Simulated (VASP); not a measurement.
Input of a VASP 6.6.1 run:

The input INCAR:

```
SYSTEM = BiTe
ALGO = Normal
EDIFF = 1E-6
ENCUT = 520
GGA = PE
ISIF = 2
ISMEAR = 0
LASPH = .TRUE.
LCHARG = .FALSE.
LREAL = .FALSE.
LWAVE = .FALSE.
NBANDS = 18
NELM = 80
PREC = Accurate
SIGMA = 0.15
```

KPOINTS

```
k-points
0
G
  12 12 12
  0 0 0
```

Contents of POSCAR:

```
BiTe
1.0
    2.5438431614      1.4686885340      3.4831565522
   -2.5438431614      1.4686885340      3.4831565522
    0.0000000000     -2.9373770681      3.4831565522
Bi Te
1 1
Direct
    0.5000000000      0.5000000000      0.5000000000
    0.0000000000      0.0000000000      0.0000000000
```

Potentials or basis: VASP PAW PBE potentials, release 64 (Bi_d, Te).

Run with:

```sh
$ cat potpaw_PBE.64/Bi_d/POTCAR potpaw_PBE.64/Te/POTCAR > POTCAR
$ mpirun -np 1 vasp_std > vasp.out
```

(1) Estimate the pressure.

Results:

(1) -5.1 GPa.

Caveat: the cell differs from its parent crystal (strain +0.050 along x and y, +0.050 along z).
